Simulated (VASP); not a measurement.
# Mg (Fm-3m) in VASP: a series of runs

Mg is run at these levels: PBE; tasks: single point, relaxation of cell and atoms.

Everything below comes from runs of VASP 6.6.1. Logs are shortened: lines on timing, memory, paths and dates and some standing lists are left out, and cuts for length are marked.

### 1 The cell of the first run

Symmetry: Fm-3m, No. 225, cubic system. The conventional cell has a = 6.355 Å, b = 6.355 Å, c = 6.355 Å, α = 90.00°, β = 90.00°, γ = 90.00°. Within 3.6 Å of Mg (site symmetry -43m) lie 10 Mg at 2.75 to 3.18 Å. Mg (site symmetry m-3m) has 8 Mg at 2.75 Å within 3.6 Å.

The cell was built from a structure type or drawn by symmetry, and may not be a known phase.

### 2 Single point, PBE

INCAR

```
PREC = Accurate
ENCUT = 600
EDIFF = 1E-6
ISMEAR = 0
SIGMA = 0.1
LREAL = F
LASPH = T
NELM = 120
ALGO = Normal
ISIF = 2
LWAVE = F
LCHARG = T
GGA = PE
LELF = T
LVHAR = T
NBANDS = 10
GGA_COMPAT = F
```

KPOINTS

```
Automatic mesh
0
Gamma
  6 6 6
```

POSCAR

```
Mg
1.0
    0.0000000000      3.1773615200      3.1773615200
    3.1773615200      0.0000000000      3.1773615200
    3.1773615200      3.1773615200      0.0000000000
Mg
3
Direct
    0.2500000000      0.2500000000      0.2500000000
    0.7500000000      0.7500000000      0.7500000000
    0.5000000000      0.5000000000      0.5000000000
```

Potentials or basis: VASP PAW PBE potentials, release 64 (Mg).

The run is started by

```sh
> cat potpaw_PBE.64/Mg/POTCAR > POTCAR
> mpirun -np 1 vasp_std > vasp.out
```

OUTCAR:

```text
PREC = Accurate
   ENCUT = 600
   EDIFF = 1E-6
   ISMEAR = 0
   LREAL = F
   LASPH = T
   NELM = 120
   ISIF = 2
   GGA = PE

 ion  position               nearest neighbor table
   1  0.250  0.250  0.250-   3 2.75   3 2.75   3 2.75   3 2.75   2 3.18   2 3.18   2 3.18   2 3.18
                             2 3.18   2 3.18
   2  0.750  0.750  0.750-   3 2.75   3 2.75   3 2.75   3 2.75   1 3.18   1 3.18   1 3.18   1 3.18
                             1 3.18   1 3.18
   3  0.500  0.500  0.500-   1 2.75   1 2.75   1 2.75   1 2.75   2 2.75   2 2.75   2 2.75   2 2.75

  LATTYP: Found a face centered cubic cell.
 ALAT       =     6.3547230400

  Lattice vectors:

 A1 = (   0.0000000000,   3.1773615200,   3.1773615200)
 A2 = (   3.1773615200,   0.0000000000,   3.1773615200)
 A3 = (   3.1773615200,   3.1773615200,   0.0000000000)

Analysis of symmetry for initial positions (statically):
=====================================================================
 Subroutine PRICEL returns:
 Original cell was already a primitive cell.

 Routine SETGRP: Setting up the symmetry group for a
 face centered cubic supercell.

 Subroutine GETGRP returns: Found 48 space group operations
 (whereof 48 operations were pure point group operations)
 out of a pool of 48 trial point group operations.

The static configuration has the point symmetry O_h .

Analysis of symmetry for dynamics (positions and initial velocities):
=====================================================================
 Subroutine PRICEL returns:
 Original cell was already a primitive cell.

 Routine SETGRP: Setting up the symmetry group for a
 face centered cubic supercell.

 Subroutine GETGRP returns: Found 48 space group operations
 (whereof 48 operations were pure point group operations)
 out of a pool of 48 trial point group operations.

The dynamic configuration has the point symmetry O_h .

 Subroutine INISYM returns: Found 48 space group operations
 (whereof 48 operations are pure point group operations),
 and found     1 'primitive' translations

----------------------------------------------------------------------------------------

                                     Primitive cell

  volume of cell :      64.1549

  direct lattice vectors                    reciprocal lattice vectors
     0.000000000  3.177361520  3.177361520    -0.157363270  0.157363270  0.157363270
     3.177361520  0.000000000  3.177361520     0.157363270 -0.157363270  0.157363270
     3.177361520  3.177361520  0.000000000     0.157363270  0.157363270 -0.157363270

  length of vectors
     4.493467754  4.493467754  4.493467754     0.272561180  0.272561180  0.272561180

  position of ions in fractional coordinates (direct lattice)
     0.250000000  0.250000000  0.250000000
     0.750000000  0.750000000  0.750000000
     0.500000000  0.500000000  0.500000000

  ion indices of the primitive-cell ions
   primitive index   ion index
                 1           1
                 2           2
                 3           3

----------------------------------------------------------------------------------------

 KPOINTS: Automatic mesh

Automatic generation of k-mesh.
 Grid dimensions read from file:
 generate k-points for:    6    6    6

 Generating k-lattice:

  Cartesian coordinates                     Fractional coordinates (reciprocal lattice)
    -0.026227212  0.026227212  0.026227212     0.166666667  0.000000000  0.000000000
     0.026227212 -0.026227212  0.026227212     0.000000000  0.166666667  0.000000000
     0.026227212  0.026227212 -0.026227212     0.000000000  0.000000000  0.166666667

  Length of vectors
     0.045426863  0.045426863  0.045426863

  Shift w.r.t. Gamma in fractional coordinates (k-lattice)
     0.000000000  0.000000000  0.000000000

 Subroutine IBZKPT returns following result:
 ===========================================

 Found     16 irreducible k-points:

 Following reciprocal coordinates:
            Coordinates               Weight
  0.000000  0.000000  0.000000      1.000000
  0.166667  0.000000  0.000000      8.000000
  0.333333  0.000000  0.000000      8.000000
  0.500000  0.000000  0.000000      4.000000
  0.166667  0.166667  0.000000      6.000000
  0.333333  0.166667  0.000000     24.000000
[... 8 lines left out ...]
 -0.333333  0.333333  0.166667     24.000000
 -0.333333  0.500000  0.166667     12.000000
   k-points           NKPTS =     16   k-points in BZ     NKDIM =     16   number of bands    NBANDS=     10
   number of dos      NEDOS =    301   number of ions     NIONS =      3
   total plane-waves  NPLWV =  46656
   dimension x,y,z NGX =    36 NGY =   36 NGZ =   36
   dimension x,y,z NGXF=    72 NGYF=   72 NGZF=   72
   ions per type =               3
   NGX,Y,Z   is equivalent  to a cutoff of  13.32, 13.32, 13.32 a.u.
   NGXF,Y,Z  is equivalent  to a cutoff of  26.64, 26.64, 26.64 a.u.
 SYSTEM =  unknown system
   PREC   = accura    normal or accurate (medium, high low for compatibility)
   ISTART =      0    job   : 0-new  1-cont  2-samecut
   ICHARG =      2    charge: 1-file 2-atom 10-const
   ISPIN  =      1    spin polarized calculation?
   LNONCOLLINEAR =      F non collinear calculations
   LSORBIT =      F    spin-orbit coupling
   LASPH  =      T    aspherical Exc in radial PAW
   ENCUT  =  600.0 eV  44.10 Ry    6.64 a.u.   8.97  8.97  8.97*2*pi/ulx,y,z
   NELM   =    120;   NELMIN=  2; NELMDL= -5     # of ELM steps
   EDIFF  = 0.1E-05   stopping-criterion for ELM
   LREAL  =      F    real-space projection
   EDIFFG = 0.1E-04   stopping-criterion for IOM
   NSW    =      0    number of steps for IOM
   IBRION =     -1    ionic relax: 0-MD 1-quasi-New 2-CG
   NFREE  =      0    steps in history (QN), initial steepest desc. (CG)
   ISIF   =      2    stress and relaxation
   ISYM   =      2    0-nonsym 1-usesym 2-fastsym
   POTIM  = 0.5000    time-step for ionic-motion
   TEBEG  =    0.0;   TEEND  =   0.0 temperature during run
   PSTRESS=    0.0 pullay stress
   NELECT =       6.0000    total number of electrons
   NUPDOWN=      -1.0000    fix difference up-down
   EMIN   =  10.00;   EMAX   =-10.00  energy-range for DOS
   EFERMI =   0.00;   METHOD = LEGACY
   ISMEAR =     0;   SIGMA  =   0.10  broadening in eV -4-tet -1-fermi 0-gaus
   EFERMI_NEDOS =   21; number of points for ismear=-14 and -15
   IALGO  =     38    algorithm
   IMIX   =      4    mixing-type and parameters
     AMIX     =   0.40;   BMIX     =  1.00
     AMIX_MAG =   1.60;   BMIX_MAG =  1.00
  volume/ion in A,a.u.               =      21.38       144.31
  Fermi-wavevector in a.u.,A,eV,Ry     =   0.743102  1.404260  7.513152  0.552201
  Thomas-Fermi vector in A             =   1.838138
   LORBIT       =      0    0 simple, 1 ext, 2 COOP (PROOUT), +10 PAW based schemes
   GGA     = PE    functional components
   LHFCALC =     F    Hartree Fock is set to
   AEXX    =    0.0000 exact exchange contribution
   IVDW    =     0    specifies the selected vdW correction
   LEPSILON=     F    determine dielectric tensor
   LRPA    =     F    only Hartree local field effects (RPA)
 non-spin polarized calculation
 Gauss-broadening in eV      SIGMA  =   0.10
  energy-cutoff  :      600.00
  volume of cell :       64.15
 maximum number of plane-waves:      2164
   NGX = 17   NGY = 17   NGZ = 17

 number of electron       6.0000000 magnetization

 Free energy of the ion-electron system (eV)
  ---------------------------------------------------
  ext. energy  EPLUGINS =         0.00000000
  ---------------------------------------------------
  free energy    TOTEN  =        -3.04130225 eV

  energy without entropy =       -3.02725387  energy(sigma->0) =       -3.03427806

 E-fermi :   2.6461     XC(G=0):  -8.6260

 val. band max:        2.5900472022   @ k =   0.5000   0.3333   0.0000
 cond. band min:       2.6555704922   @ k =   0.5000   0.1667   0.0000
 fundamental gap:      0.0655232900
 Fermi energy:         2.6461341650

 k-point     1 :       0.0000    0.0000    0.0000
  band No.  band energies     occupation
      1      -4.3478      2.00000
      2       5.3722      0.00000
      3       5.3722      0.00000
      4       5.3722      0.00000
      5       5.6767      0.00000
      6       5.6767      0.00000
      7       5.6767      0.00000
      8       8.6160      0.00000
      9       8.6160      0.00000
     10       9.0512      0.00000

 k-point     2 :       0.1667    0.0000    0.0000
  band No.  band energies     occupation
      1      -4.0414      2.00000
      2       2.9792      0.00000
      3       4.6964      0.00000
      4       4.6964      0.00000
      5       6.4877      0.00000
      6       6.4952      0.00000
      7       6.4952      0.00000
      8       7.7539      0.00000
      9       7.7539      0.00000
     10       9.3089      0.00000

 k-point     3 :       0.3333    0.0000    0.0000
  band No.  band energies     occupation
      1      -3.1356      2.00000
      2       0.4903      2.00000
      3       4.3507      0.00000
      4       4.3507      0.00000
      5       5.7980      0.00000
      6       5.7980      0.00000
      7       6.4089      0.00000
      8       8.3264      0.00000
      9       9.1447      0.00000
     10       9.1447      0.00000

 k-point     4 :       0.5000    0.0000    0.0000
  band No.  band energies     occupation
      1      -1.9298      2.00000
      2      -1.2613      2.00000
      3       4.3182      0.00000
      4       4.3182      0.00000
      5       5.3272      0.00000
      6       5.3272      0.00000
      7       6.3938      0.00000
      8       7.8756      0.00000
      9      11.3296      0.00000
     10      11.3296      0.00000

 k-point     5 :       0.1667    0.1667    0.0000
  band No.  band energies     occupation
      1      -3.9393      2.00000
      2       3.7520      0.00000
      3       3.7520      0.00000
      4       4.4864      0.00000
      5       4.5310      0.00000
      6       6.1019      0.00000
      7       7.8692      0.00000
      8       7.8692      0.00000
      9       9.0158      0.00000
     10      10.5601      0.00000

 k-point     6 :       0.3333    0.1667    0.0000
  band No.  band energies     occupation
      1      -3.2321      2.00000
      2       1.5075      2.00000
      3       3.3012      0.00000
      4       3.5112      0.00000
      5       4.6571      0.00000
      6       6.3725      0.00000
      7       7.7175      0.00000
      8       8.2400      0.00000
      9      10.0390      0.00000
     10      10.0448      0.00000
[... 79 lines left out ...]
 k-point    13 :       0.5000    0.5000    0.0000
  band No.  band energies     occupation
      1      -0.8240      2.00000
      2      -0.7001      2.00000
      3       2.3236      1.99999
      4       2.3236      1.99999
      5       3.1361      0.00000
      6       4.0410      0.00000
      7      11.6077      0.00000
      8      11.8719      0.00000
      9      11.8719      0.00000
     10      12.9055      0.00000

 k-point    14 :       0.5000    0.3333    0.1667
  band No.  band energies     occupation
      1      -2.3378      2.00000
      2       1.1369      2.00000
      3       1.2501      2.00000
      4       2.4858      1.97666
      5       5.6964      0.00000
      6       6.3067      0.00000
      7       7.0817      0.00000
      8       9.9377      0.00000
      9      10.6596      0.00000
     10      11.6081      0.00000

 k-point    15 :      -0.3333    0.3333    0.1667
  band No.  band energies     occupation
      1      -1.1311      2.00000
      2      -0.5299      2.00000
      3       1.2524      2.00000
      4       1.8752      2.00000
      5       6.1202      0.00000
      6       6.3584      0.00000
      7       8.2889      0.00000
      8       8.8078      0.00000
      9      10.2560      0.00000
     10      11.8320      0.00000

 k-point    16 :      -0.3333    0.5000    0.1667
  band No.  band energies     occupation
      1      -0.4439      2.00000
      2      -0.4249      2.00000
      3       0.7514      2.00000
      4       1.2357      2.00000
      5       5.3860      0.00000
      6       5.9709      0.00000
      7       8.5239      0.00000
      8       9.3524      0.00000
      9      11.9606      0.00000
     10      13.1732      0.00000

------------------------ aborting loop because EDIFF is reached ----------------------------------------

  FORCE on cell =-STRESS in cart. coord.  units (eV):
  Direction    XX          YY          ZZ          XY          YZ          ZX
  --------------------------------------------------------------------------------------
  -------------------------------------------------------------------------------------
  Total        4.6992252      4.6992252      4.6992252      0.0000000     -0.0000000     -0.0000000
  in kB      117.3564466    117.3564466    117.3564466      0.0000000     -0.0000000     -0.0000000
  external PRESSURE =     117.3564466 kB  Pullay stress =       0.0000000 kB

 VOLUME and BASIS-vectors are now :
 -----------------------------------------------------------------------------
  energy-cutoff  :      600.00
  volume of cell :       64.15
      direct lattice vectors                 reciprocal lattice vectors
     0.000000000  3.177361520  3.177361520    -0.157363270  0.157363270  0.157363270
     3.177361520  0.000000000  3.177361520     0.157363270 -0.157363270  0.157363270
     3.177361520  3.177361520  0.000000000     0.157363270  0.157363270 -0.157363270

 POSITION                                       TOTAL-FORCE (eV/Angst)
 -----------------------------------------------------------------------------------
      1.58868      1.58868      1.58868        -0.000000     -0.000000     -0.000000
      4.76604      4.76604      4.76604         0.000000      0.000000      0.000000
      3.17736      3.17736      3.17736         0.000000      0.000000      0.000000
 -----------------------------------------------------------------------------------
    total drift:                                0.000000     -0.000000     -0.000000

  FREE ENERGIE OF THE ION-ELECTRON SYSTEM (eV)
  ---------------------------------------------------
  free  energy   TOTEN  =        -3.0413022545 eV

  energy  without entropy=       -3.0272538654  energy(sigma->0) =       -3.03427806
```

Wall time 18 s (1 thread of Intel Xeon 8259CL, shared host); peak memory 0.2 GiB.

Results:

| Item | Value |
| --- | --- |
| Free energy | -3.0413 eV |
| Pressure | 11.7 GPa |
| Band gap on the k mesh | zero (bands 3 and 4 overlap by 4.14 eV) |

Caveat: the cell stands under pressure.

[end of part 1 of 2]
